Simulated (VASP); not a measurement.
Set up this calculation in VASP 6.6.1, as the native input.

```
Task                   : single point
Functional             : PBE
Potentials or basis    : VASP PAW PBE potentials, release 64 (Ti_sv, O)
Cutoff                 : 520 eV
k mesh                 : 6 × 5 × 6
Occupations            : fermi-dirac, width 0.05 eV
Spin                   : no spin polarisation
Hubbard terms          : Ti d U = 3.0 eV
Dipole correction      : no
Further INCAR settings : ALGO = Normal; EDIFF = 1e-07; NBANDS = 60
```

The structure of TiO2 lies in POSCAR:

```
TiO2
1.0
    4.5888385695      0.0000000000      0.0000000000
    0.0000000000      5.5608289384      0.0000000000
    0.0000000000      0.0000000000      4.9618067734
Ti O
4 8
Direct
    0.0000000000      0.1718583820      0.7500000000
    0.5000000000      0.3281416180      0.2500000000
    0.0000000000      0.8281416180      0.2500000000
    0.5000000000      0.6718583820      0.7500000000
    0.2724772555      0.3818409290      0.9188954143
    0.7724772555      0.1181590710      0.0811045857
    0.2275227445      0.1181590710      0.4188954143
    0.7275227445      0.3818409290      0.5811045857
    0.2724772555      0.6181590710      0.4188954143
    0.7724772555      0.8818409290      0.5811045857
    0.2275227445      0.8818409290      0.9188954143
    0.7275227445      0.6181590710      0.0811045857
```

These files were run (other wordings do the same):

INCAR

```
SYSTEM = TiO2
PREC = Accurate
ENCUT = 520
EDIFF = 1E-7
ISMEAR = -1
SIGMA = 0.05
LREAL = .FALSE.
LASPH = .TRUE.
NELM = 150
ALGO = Normal
ISIF = 2
LWAVE = .FALSE.
LCHARG = .FALSE.
LMAXMIX = 4
LDAU = .TRUE.
LDAUTYPE = 2
LDAUL = 2 -1
LDAUU = 3 0
LDAUJ = 0 0
LDAUPRINT = 1
GGA = PE
NBANDS = 60
```

KPOINTS

```
regular mesh
0
G
  6 5 6
  0 0 0
```

Potentials or basis: VASP PAW PBE potentials, release 64 (Ti_sv, O).

The run is started by

```bash
$ cat potpaw_PBE.64/Ti_sv/POTCAR potpaw_PBE.64/O/POTCAR > POTCAR
$ mpirun -np 1 vasp_std > vasp.out
```

It gave:

| Quantity | Value |
| --- | --- |
| Pressure | 3.5 GPa |
| Largest force | 0.238 eV/Å |
| Band gap on the k mesh | 2.84 eV (least direct gap 2.90 eV) |

Caveat: the cell stands under pressure.

Run time: 5.1 min on 1 thread of Intel(R) Xeon(R) Platinum 8488C (Sapphire Rapids), with other jobs on the host, peak memory 0.39 GiB.
